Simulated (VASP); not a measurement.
Runs of VASP 6.6.1 on ZnSe (Stilleite). The structure is that of space group F-43m (No. 216), or close to it. The cells are those of the table. 

```tsv
cell	cutoff (eV)	gap on the mesh (eV)	pressure (GPa)
a = 4.036 Å, angles 60.0°, 2 atoms	520	1.09	-2.1
a = 3.698 Å, angles 60.0°, 2 atoms	520	2.18	24.7
a = 3.997 Å, angles 60.0°, 2 atoms	500	1.20	-0.4
a = 4.008 Å, angles 60.0°, 2 atoms	520	1.17	-0.9
a = 3.759 Å, angles 60.0°, 2 atoms	520	(a)	17.4
a = 3.817 Å, angles 60.0°, 2 atoms	520	(b)	11.5
a = 3.930 Å, angles 60.0°, 2 atoms	520	1.41	3.2
a = 3.874 Å, angles 60.0°, 2 atoms	520	1.59	6.9
```

Alike in all rows: task single point; level PBEsol; potentials or basis VASP PAW PBE potentials, release 64 (Zn, Se); no spin polarisation; k mesh 8 × 8 × 8; smearing gaussian 0.05 eV.

Problem. Estimate the missing entries.

Solution. (a) 1.99; (b) 1.78.

Caveats: the PAW data sets were made with another functional, which shifts forces and pressure a little.

A k mesh can miss the band edges, and the runs leave out spin-orbit coupling on Se.
